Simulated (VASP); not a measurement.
A run of VASP 6.6.1 is set up as follows.

Contents of POSCAR:

```
SiO2
1.0
   -2.7934399180      2.7934399180      5.6104572492
    2.7934399180     -2.7934399180      5.6104572492
    2.7934399180      2.7934399180     -5.6104572492
Si O
4 8
Direct
    0.8750000000      0.2664991007      0.8914991007
    0.0164991007      0.6250000000      0.8914991007
    0.7335008993      0.1250000000      0.1085008993
    0.3750000000      0.9835008993      0.1085008993
    0.6350226226      0.1350226226      0.5000000000
    0.4648933999      0.9648933999      0.9297867998
    0.0351066001      0.5351066001      0.0702132002
    0.1149773774      0.1149773774      0.0000000000
    0.8850226226      0.8850226226      0.0000000000
    0.8649773774      0.3649773774      0.5000000000
    0.2851066001      0.7148933999      0.0000000000
    0.7148933999      0.2851066001      0.0000000000
```

The input INCAR.step1:

```
SYSTEM = SiO2
PREC = Accurate
ENCUT = 520
ISMEAR = -1
SIGMA = 0.05
LREAL = .False.
LASPH = .True.
NELM = 80
NBANDS = 44
GGA = PE
ALGO = Normal
EDIFF = 1E-4
LWAVE = .True.
LCHARG = .False.
```

File INCAR.step2:

```
SYSTEM = SiO2
PREC = Accurate
ENCUT = 520
EDIFF = 1E-6
ISMEAR = -1
SIGMA = 0.05
LREAL = .False.
LASPH = .True.
NELM = 80
ALGO = Normal
ISIF = 2
LWAVE = .False.
LCHARG = .False.
METAGGA = R2SCAN
LMIXTAU = .True.
LUSE_VDW = .True.
IVDW_NL = 2
BPARAM = 11.95
CPARAM = 0.0093
NBANDS = 44
ISTART = 1
```

KPOINTS

```
regular mesh
0
Gamma
  7 7 7
  0 0 0
```

Potentials or basis: VASP PAW PBE potentials, release 64 (Si, O).

Run with:

```console
$ cat potpaw_PBE.64/Si/POTCAR potpaw_PBE.64/O/POTCAR > POTCAR
$ cp INCAR.step1 INCAR
$ mpirun -np 1 vasp_std > vasp.out
$ cp INCAR.step2 INCAR
$ mpirun -np 1 vasp_std > vasp.out
```

Predict the pressure.

0.2 GPa.

Estimate the largest force.

0.015 eV/Å.

Estimate the band gap on the k mesh.

5.44 eV.

Forces on the atoms (eV/Å):
```
Si   0.011  0.000  0.000
Si   0.000  0.011  0.000
Si   0.000 -0.011  0.000
Si  -0.011  0.000  0.000
O    0.000  0.000  0.004
O   -0.011 -0.011  0.000
O    0.011  0.011  0.000
O    0.000  0.000 -0.004
O    0.000  0.000  0.004
O    0.000  0.000 -0.004
O   -0.011  0.011  0.000
O    0.011 -0.011  0.000
```

Caveat: the PAW data sets were made with another functional, which shifts forces and pressure a little. A k mesh can miss the band edges.
